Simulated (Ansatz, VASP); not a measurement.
## Y in VASP and in Ansatz

```
Y
1.0
     3.59752    0.00000    0.00000
    -1.79876    3.11554    0.00000
     0.00000    0.00000    5.58576
Y
2
Cartesian
  0.0000 2.0770 1.3964
  1.7988 1.0385 4.1893
```

Alike in both runs: task single point; functional PBEsol; k mesh 18 × 18 × 12; occupations gaussian, width 0.15 eV; no spin polarisation.

|  | VASP | Ansatz |
| --- | --- | --- |
| version | VASP 6.6.1 | Ansatz 0.2.0 |
| potentials or method | VASP PAW PBE potentials, release 64 (Y_sv), cutoff 520 eV | scalar-relativistic, plane waves, PAW |
| valence electrons in the cell | 22 | 22 |

|  | VASP | Ansatz | Ansatz less VASP |
| --- | --- | --- | --- |
| gap on the k mesh at the Fermi level (eV) | none | none | - |
| pressure (GPa) | -0.1 | 0.0 | +0.12 |
| traceless stress, the component that is largest in VASP (GPa) | 0.05 | 0.05 | -0.005 |

VASP's potentials were made for PBE, not for PBEsol. A gap of «none» marks a metal or a gap that the smearing closes.
